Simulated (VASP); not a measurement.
# Ti3Al (Fm-3m) in VASP: notebook, part 2 of 2

VASP 6.6.1.

## 3. Single point, PBEsol, collinear spin, ferromagnetic start

This run uses another cell than the first one, of 19.29 Å³/atom, 1.267 times its volume.

Input file INCAR:

```
SYSTEM = Ti3Al
ALGO     = Normal         ! electronic algorithm
EDIFF    = 1E-6           ! SCF threshold, eV
ENCUT    = 520            ! plane-wave cutoff, eV
GGA      = PS             ! functional
ISIF     = 2              ! what is computed and relaxed
ISMEAR   = 0              ! smearing method
ISPIN    = 2              ! spin polarisation
LASPH    = .TRUE.         ! aspherical terms in the spheres
LCHARG   = .TRUE.         ! write CHGCAR
LELF     = .TRUE.         ! ELF
LMAXMIX  = 4              ! l up to which the mixer works
LORBIT   = 11             ! projections on sites
LREAL    = .FALSE.        ! projectors in reciprocal space
LVHAR    = .TRUE.       
LWAVE    = .FALSE.        ! write WAVECAR
MAGMOM   = 0.4 0.4 0.4 0  ! initial moments
NBANDS   = 32             ! bands
NELM     = 150            ! most SCF steps
NUPDOWN  = 1.2            ! fixed moment
PREC     = Accurate       ! precision mode
SIGMA    = 0.15           ! smearing width, eV
```

Input file KPOINTS:

```
k-points
0
G
  12 12 12
  0 0 0
```

Input file POSCAR:

```
Ti3Al
1.0
    0.0000000000      3.3792274415      3.3792274415
    3.3792274415      0.0000000000      3.3792274415
    3.3792274415      3.3792274415      0.0000000000
Ti Al
3 1
Direct
    0.7500000000      0.7500000000      0.7500000000
    0.2500000000      0.2500000000      0.2500000000
    0.0000000000      0.0000000000      0.0000000000
    0.5000000000      0.5000000000      0.5000000000
```

Potentials or basis: VASP PAW PBE potentials, release 64 (Ti_sv, Al).

Command:

```console
cat potpaw_PBE.64/Ti_sv/POTCAR potpaw_PBE.64/Al/POTCAR > POTCAR
mpirun -np 1 vasp_std > vasp.out
```

OUTCAR:

```text
SYSTEM = Ti3Al
   EDIFF = 1E-6
   ENCUT = 520
   GGA = PS
   ISIF = 2
   ISMEAR = 0
   ISPIN = 2
   LASPH = .TRUE.
   LORBIT = 11
   LREAL = .FALSE.
   NELM = 150
   NUPDOWN = 1.2
   PREC = Accurate

 ion  position               nearest neighbor table
   1  0.750  0.750  0.750-   4 2.93   4 2.93   4 2.93   4 2.93
   2  0.250  0.250  0.250-   4 2.93   4 2.93   4 2.93   4 2.93
   3  0.000  0.000  0.000-
   4  0.500  0.500  0.500-   2 2.93   2 2.93   2 2.93   1 2.93   2 2.93   1 2.93   1 2.93   1 2.93

  LATTYP: Found a face centered cubic cell.
 ALAT       =     6.7584548830

  Lattice vectors:

 A1 = (   0.0000000000,   3.3792274415,   3.3792274415)
 A2 = (   3.3792274415,   0.0000000000,   3.3792274415)
 A3 = (   3.3792274415,   3.3792274415,   0.0000000000)

Analysis of symmetry for initial positions (statically):
[... 1840 lines left out ...]
------------------------ aborting loop because EDIFF is reached ----------------------------------------

  FORCE on cell =-STRESS in cart. coord.  units (eV):
  Direction    XX          YY          ZZ          XY          YZ          ZX
  --------------------------------------------------------------------------------------
  -------------------------------------------------------------------------------------
  Total       -7.1399664     -7.1399664     -7.1399664      0.0000000      0.0000000      0.0000000
  in kB     -148.2260334   -148.2260334   -148.2260334      0.0000000      0.0000000      0.0000000
  external PRESSURE =    -148.2260334 kB  Pullay stress =       0.0000000 kB

 VOLUME and BASIS-vectors are now :
 -----------------------------------------------------------------------------
  energy-cutoff  :      520.00
  volume of cell :       77.18
      direct lattice vectors                 reciprocal lattice vectors
     0.000000000  3.379227441  3.379227441    -0.147962814  0.147962814  0.147962814
     3.379227441  0.000000000  3.379227441     0.147962814 -0.147962814  0.147962814
     3.379227441  3.379227441  0.000000000     0.147962814  0.147962814 -0.147962814

 POSITION                                       TOTAL-FORCE (eV/Angst)
 -----------------------------------------------------------------------------------
      5.06884      5.06884      5.06884         0.000000      0.000000      0.000000
      1.68961      1.68961      1.68961        -0.000000     -0.000000     -0.000000
      0.00000      0.00000      0.00000        -0.000000     -0.000000     -0.000000
      3.37923      3.37923      3.37923        -0.000000     -0.000000     -0.000000
 -----------------------------------------------------------------------------------
    total drift:                                0.000000      0.000000      0.000000

  FREE ENERGIE OF THE ION-ELECTRON SYSTEM (eV)
  ---------------------------------------------------
  free  energy   TOTEN  =       -29.1013107491 eV

  energy  without entropy=      -29.0276707597  energy(sigma->0) =      -29.06449075

 total charge

# of ion       s       p       d       tot
------------------------------------------
    1        2.193   6.094   1.830  10.117
    2        2.193   6.094   1.830  10.117
    3        2.226   6.069   1.890  10.185
    4        0.395   0.365   0.000   0.760
--------------------------------------------------
tot          7.007  18.622   5.551  31.180

 magnetization (x)

# of ion       s       p       d       tot
------------------------------------------
    1        0.000   0.015   0.043   0.059
    2        0.000   0.015   0.043   0.059
    3        0.011   0.014   0.780   0.805
    4       -0.004  -0.011   0.000  -0.015
--------------------------------------------------
tot          0.007   0.034   0.867   0.908
```

Run time: 3.6 min. Hardware: 1 thread of AMD EPYC 9R45 (Zen 5), shared host; peak memory 0.38 GiB.

Results:

```yaml
Free_energy: -29.1013 eV
Pressure: -14.8 GPa
Net_moment: 1.20 μB per cell
Site_moments: Ti +0.06, +0.81; Al -0.01 μB
Valence_electrons_inside_the_program's_atomic_spheres: Ti 10.12, 10.19; Al 0.76
```

Caveat: the PAW data sets were made with another functional, which shifts forces and pressure a little; the total moment is fixed, so each spin has its own Fermi level.

## 4. Single point, PBEsol, collinear spin, ferromagnetic start

This run uses another cell than the first one, of 19.29 Å³/atom, 1.267 times its volume.

Input file INCAR:

```
SYSTEM = Ti3Al
PREC = Accurate ; ENCUT = 520
EDIFF = 1E-7 ; ISMEAR = 0
SIGMA = 0.15 ; LREAL = .False.
LASPH = .True. ; NELM = 150
ALGO = Fast ; ISIF = 2
LWAVE = .False. ; LCHARG = .True.
ISPIN = 2 ; MAGMOM = 0.2 0.2 0.2 0
LORBIT = 11 ; NUPDOWN = 0.6
LMAXMIX = 4 ; GGA = PS
LELF = .True. ; LVHAR = .True.
NBANDS = 32
```

Input file KPOINTS:

```
Automatic mesh
0
Gamma
  12 12 12
  0 0 0
```

POSCAR is that of step 3.

Potentials or basis: VASP PAW PBE potentials, release 64 (Ti_sv, Al).

Command:

```console
cat potpaw_PBE.64/Ti_sv/POTCAR potpaw_PBE.64/Al/POTCAR > POTCAR
mpirun -np 1 vasp_std > vasp.out
```

OUTCAR:

```text
SYSTEM = Ti3Al
   PREC = Accurate
   ENCUT = 520
   EDIFF = 1E-7
   ISMEAR = 0
   LREAL = .False.
   LASPH = .True.
   NELM = 150
   ISIF = 2
   ISPIN = 2
   LORBIT = 11
   NUPDOWN = 0.6
   GGA = PS

 ion  position               nearest neighbor table
   1  0.750  0.750  0.750-   4 2.93   4 2.93   4 2.93   4 2.93
   2  0.250  0.250  0.250-   4 2.93   4 2.93   4 2.93   4 2.93
   3  0.000  0.000  0.000-
   4  0.500  0.500  0.500-   2 2.93   2 2.93   2 2.93   1 2.93   2 2.93   1 2.93   1 2.93   1 2.93

  LATTYP: Found a face centered cubic cell.
 ALAT       =     6.7584548830

  Lattice vectors:

 A1 = (   0.0000000000,   3.3792274415,   3.3792274415)
 A2 = (   3.3792274415,   0.0000000000,   3.3792274415)
 A3 = (   3.3792274415,   3.3792274415,   0.0000000000)

Analysis of symmetry for initial positions (statically):
=====================================================================
 Subroutine PRICEL returns:
 Original cell was already a primitive cell.

 Routine SETGRP: Setting up the symmetry group for a
[... 1839 lines left out ...]
  Direction    XX          YY          ZZ          XY          YZ          ZX
  --------------------------------------------------------------------------------------
  -------------------------------------------------------------------------------------
  Total       -7.2287666     -7.2287666     -7.2287666      0.0000000      0.0000000      0.0000000
  in kB     -150.0695283   -150.0695283   -150.0695283      0.0000000      0.0000000      0.0000000
  external PRESSURE =    -150.0695283 kB  Pullay stress =       0.0000000 kB

 VOLUME and BASIS-vectors are now :
 -----------------------------------------------------------------------------
  energy-cutoff  :      520.00
  volume of cell :       77.18
      direct lattice vectors                 reciprocal lattice vectors
     0.000000000  3.379227441  3.379227441    -0.147962814  0.147962814  0.147962814
     3.379227441  0.000000000  3.379227441     0.147962814 -0.147962814  0.147962814
     3.379227441  3.379227441  0.000000000     0.147962814  0.147962814 -0.147962814

 POSITION                                       TOTAL-FORCE (eV/Angst)
 -----------------------------------------------------------------------------------
      5.06884      5.06884      5.06884         0.000000      0.000000      0.000000
      1.68961      1.68961      1.68961        -0.000000     -0.000000     -0.000000
      0.00000      0.00000      0.00000        -0.000000     -0.000000      0.000000
      3.37923      3.37923      3.37923        -0.000000     -0.000000      0.000000
 -----------------------------------------------------------------------------------
    total drift:                                0.000000      0.000000      0.000000

  FREE ENERGIE OF THE ION-ELECTRON SYSTEM (eV)
  ---------------------------------------------------
  free  energy   TOTEN  =       -29.0627164595 eV

  energy  without entropy=      -28.9724799929  energy(sigma->0) =      -29.01759823

 total charge

# of ion       s       p       d       tot
------------------------------------------
    1        2.193   6.094   1.830  10.117
    2        2.193   6.094   1.830  10.117
    3        2.228   6.067   1.886  10.181
    4        0.395   0.365   0.000   0.760
--------------------------------------------------
tot          7.009  18.620   5.547  31.176

 magnetization (x)

# of ion       s       p       d       tot
------------------------------------------
    1       -0.000   0.008  -0.020  -0.012
    2       -0.000   0.008  -0.020  -0.012
    3        0.007   0.006   0.488   0.501
    4       -0.002  -0.006   0.000  -0.008
--------------------------------------------------
tot          0.004   0.016   0.448   0.468
```

OSZICAR:

```text
N       E                     dE             d eps       ncg     rms          rms(c)
DAV:   1     0.458571325245E+03    0.45857E+03   -0.18536E+04  9224   0.135E+03
DAV:   2     0.153932800371E+02   -0.44318E+03   -0.43155E+03  9336   0.438E+02
DAV:   3    -0.289127169880E+02   -0.44306E+02   -0.43184E+02 15464   0.123E+02
[... 39 lines left out ...]
RMM:  43    -0.290627158117E+02   -0.18488E-06   -0.27003E-06 12460   0.524E-03    0.439E-04
RMM:  44    -0.290627160214E+02   -0.20970E-06   -0.24951E-06 12560   0.468E-03    0.171E-04
RMM:  45    -0.290627161627E+02   -0.14122E-06   -0.16980E-06 10700   0.396E-03    0.155E-04
RMM:  46    -0.290627162922E+02   -0.12950E-06   -0.14990E-06 10242   0.356E-03    0.157E-04
RMM:  47    -0.290627163826E+02   -0.90424E-07   -0.10867E-06  9917   0.324E-03    0.167E-04
RMM:  48    -0.290627164595E+02   -0.76927E-07   -0.92683E-07  9628   0.296E-03
   1 F= -.29062716E+02 E0= -.29017598E+02  d E =-.902365E-01  mag=     0.6000
```

Wall time 16 min (1 thread of Intel Xeon Platinum 8488C (Sapphire Rapids), shared host); peak memory 0.4 GiB.

What came out:

* Free energy: -29.0627 eV
* Pressure: -15.0 GPa
* Net moment: 0.60 μB per cell
* Site moments: Ti -0.01, +0.50; Al -0.01 μB
* Valence electrons inside the program's atomic spheres: Ti 10.12, 10.18; Al 0.76

Caveat: the PAW data sets were made with another functional, which shifts forces and pressure a little; the total moment is fixed, so each spin has its own Fermi level.

## 5. Summary

```tsv
fixed moment (μB)	cell	pressure (GPa)	moment (μB)
3.0	a = 4.417 Å, angles 60.0°, 4 atoms	10.2	3.00
1.2	a = 4.779 Å, angles 60.0°, 4 atoms	-14.8	1.20
0.6	a = 4.779 Å, angles 60.0°, 4 atoms	-15.0	0.60
```

Alike in all rows: task single point; level PBEsol; potentials or basis VASP PAW PBE potentials, release 64 (Ti_sv, Al); spin collinear, ferromagnetic start; k mesh 12 × 12 × 12; cutoff (eV) 520; smearing gaussian 0.15 eV.

Caveats: the PAW data sets were made with another functional, which shifts forces and pressure a little; the total moment is fixed, so each spin has its own Fermi level.

Total energies depend on the potentials used, so only differences within one code and one set of settings carry meaning.
